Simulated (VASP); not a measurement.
## TiO2 (Rutile): relaxation of the atoms with PBE

The system is TiO2 (Rutile).

```
Ti O
1.0
     4.65445    0.00000    0.00000
     0.00000    4.65445    0.00000
     0.00000    0.00000    2.99794
Ti O
2 4
Direct
  0.00000 0.00000 0.00000
  0.50000 0.50000 0.50000
  0.30428 0.30428 0.00000
  0.19572 0.80428 0.50000
  0.69572 0.69572 0.00000
  0.80428 0.19572 0.50000
```

This cell differs from its parent crystal: volume scaled by 1.04.

```json
{
  "Program": "VASP 6.6.1",
  "Task": "relaxation of the atoms",
  "Functional": "PBE",
  "Potentials or basis": "VASP PAW PBE potentials, release 64 (Ti_sv, O)",
  "Cutoff": "520 eV",
  "k mesh": "7 × 7 × 10",
  "Occupations": "fermi-dirac, width 0.02 eV",
  "Spin": "no spin polarisation",
  "Dipole correction": "no",
  "Further INCAR settings": "ALGO = Normal; EDIFF = 1e-06; IBRION = 2; EDIFFG = -0.02; NSW = 80"
}
```

```
Energy gained by relaxing : 0.4 meV/atom
Ionic steps               : 3
Pressure after relaxing   : -3.2 GPa
Band gap on the k mesh    : 1.79 eV, direct
```

Stress tensor (GPa, compression positive):
```
-2.17  0.00  0.00
 0.00 -2.17  0.00
 0.00  0.00 -5.11
```

The path:
| step | energy change (eV) | largest force (eV/Å) | pressure (GPa) |
| --- | --- | --- | --- |
| 1 | 0.0000 | 0.1481 | -3.52 |
| 2 | -0.0024 | 0.0214 | -3.20 |
| 3 | -0.0025 | 0.0008 | -3.15 |

Final structure:
```cif
data_structure
_symmetry_space_group_name_H-M 'P 1'
_symmetry_Int_Tables_number 1
_cell_length_a 4.6545
_cell_length_b 4.6545
_cell_length_c 2.9979
_cell_angle_alpha 90.000
_cell_angle_beta 90.000
_cell_angle_gamma 90.000
_cell_volume 64.95
loop_
_atom_site_label
_atom_site_type_symbol
_atom_site_fract_x
_atom_site_fract_y
_atom_site_fract_z
_atom_site_occupancy
Ti1 Ti 0.00000 0.00000 0.00000 1
Ti2 Ti 0.50000 0.50000 0.50000 1
O1 O 0.30555 0.30555 0.00000 1
O2 O 0.19445 0.80555 0.50000 1
O3 O 0.69445 0.69445 0.00000 1
O4 O 0.80555 0.19445 0.50000 1
```

Levels at points of the mesh, in eV from the valence-band top:
| k point | band 21 | band 22 | band 23 | band 24 | band 25 | band 26 | band 27 | band 28 |
| --- | --- | --- | --- | --- | --- | --- | --- | --- |
| (0.00, 0.00, 0.00) | -0.70 | -0.43 | -0.43 | 0.00 | 1.79 | 2.09 | 2.30 | 2.37 |
| (0.00, 0.00, 0.50) | -2.21 | -2.21 | -1.39 | -1.39 | 2.80 | 2.80 | 2.98 | 2.98 |

Run time: 2.9 min on 1 thread of AMD EPYC 9R45 (Zen 5) (shared host), peak memory 0.19 GiB.

 A k mesh can miss the band edges.
